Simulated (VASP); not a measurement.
K3Li5Cl8, 16 atoms in the cell. The cell holds a disordered packing, 16 atoms: a = 7.383 Å, b = 7.409 Å, c = 7.767 Å, α = 85.83°, β = 79.54°, γ = 88.89°. 

- Program: VASP 6.6.1
- Task: single point
- Functional: PBE
- Potentials or basis: VASP PAW PBE potentials, release 64 (Li_sv, Cl, K_sv)
- Cutoff: 650 eV
- k mesh: 1 × 1 × 1, shifted
- Occupations: gaussian, width 0.1 eV
- Spin: no spin polarisation
- Dipole correction: no
- Further INCAR settings: LREAL = Auto; ALGO = Normal; EDIFF = 1e-06; NBANDS = 63; ISYM = -1

Potentials or basis: VASP PAW PBE potentials, release 64 (Li_sv, Cl, K_sv).

Run with:

```console
$ cat potpaw_PBE.64/Li_sv/POTCAR potpaw_PBE.64/Cl/POTCAR potpaw_PBE.64/K_sv/POTCAR > POTCAR
$ mpirun -np 1 vasp_std > vasp.out
```

Hardware: 1 thread of AMD EPYC 7R13 Processor (Zen 3), with other jobs on the host.

Task: Estimate the wall time of this run.

Result: It took 110 s on 1 thread of AMD EPYC 7R13 Processor (Zen 3) (shared host), peak memory 0.54 GiB. Counts: scf iterations 16, k points 1.
